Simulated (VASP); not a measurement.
A run of VASP 6.6.1 is set up as follows.

File INCAR:

```
SYSTEM = Ti3Al
PREC = Accurate
ENCUT = 520
EDIFF = 1E-6
ISMEAR = -1
SIGMA = 0.05
LREAL = .False.
LASPH = .True.
NELM = 100
ALGO = Normal
ISIF = 2
LWAVE = .False.
LCHARG = .False.
GGA = PS
NBANDS = 28
```

Contents of KPOINTS:

```
Automatic mesh
0
Gamma
  7 7 7
  0 0 0
```

File POSCAR:

```
Ti3Al
1.0
    0.0000000000      3.2100905411      3.2100905411
    3.2100905411      0.0000000000      3.2100905411
    3.2100905411      3.2100905411      0.0000000000
Ti Al
3 1
Direct
    0.0000000000      0.0000000000      0.0000000000
    0.2500000000      0.2500000000      0.2500000000
    0.7500000000      0.7500000000      0.7500000000
    0.5000000000      0.5000000000      0.5000000000
```

Potentials or basis: VASP PAW PBE potentials, release 64 (Ti_sv, Al).

Run with:

```sh
$ cat potpaw_PBE.64/Ti_sv/POTCAR potpaw_PBE.64/Al/POTCAR > POTCAR
$ mpirun -np 1 vasp_std > vasp.out
```

(1) Predict the band gap on the k mesh.

(2) What does it give for the pressure?

## Answers

(1) zero (an odd number of electrons rules out a gap without spin polarisation).

(2) -2.8 GPa.

Caveat: the PAW data sets were made with another functional, which shifts forces and pressure a little.
